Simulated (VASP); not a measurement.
A run of VASP 6.6.1 is set up as follows.

File INCAR:

```
  ALGO = Normal
  EDIFF = 1E-6
  ENCUT = 520
  GGA = PS
  GGA_COMPAT = F
  ISIF = 2
  ISMEAR = -1
  LASPH = T
  LCHARG = F
  LNONCOLLINEAR = T
  LORBIT = 11
  LORBMOM = T
  LREAL = F
  LSORBIT = T
  LWAVE = F
  MAGMOM = 0 0 0 0 0 0 0 0 0 0 0 0
  NBANDS = 50
  NELM = 150
  PREC = Accurate
  SIGMA = 0.05
```

Contents of KPOINTS:

```
k-points
0
Gamma
  7 7 4
```

The input POSCAR:

```
CdSe
1.0
    4.2711400700      0.0000000000      0.0000000000
   -2.1355700350      3.6989158038      0.0000000000
    0.0000000000      0.0000000000      6.9728844864
Cd Se
2 2
Direct
    0.6666666667      0.3333333333      0.5000000000
    0.3333333333      0.6666666667      0.0000000000
    0.6666666667      0.3333333333      0.8850000000
    0.3333333333      0.6666666667      0.3850000000
```

Potentials or basis: VASP PAW PBE potentials, release 64 (Cd, Se).

Command:

```console
$ cat potpaw_PBE.64/Cd/POTCAR potpaw_PBE.64/Se/POTCAR > POTCAR
$ mpirun -np 1 vasp_ncl > vasp.out
```

Question: Estimate the largest force.

Answer: 0.296 eV/Å.

Question: Predict the pressure.

Answer: 1.6 GPa.

Stress tensor (GPa, compression positive):
```
2.35 0.00 0.00
0.00 2.35 0.00
0.00 0.00 0.19
```

Caveat: the PAW data sets were made with another functional, which shifts forces and pressure a little.
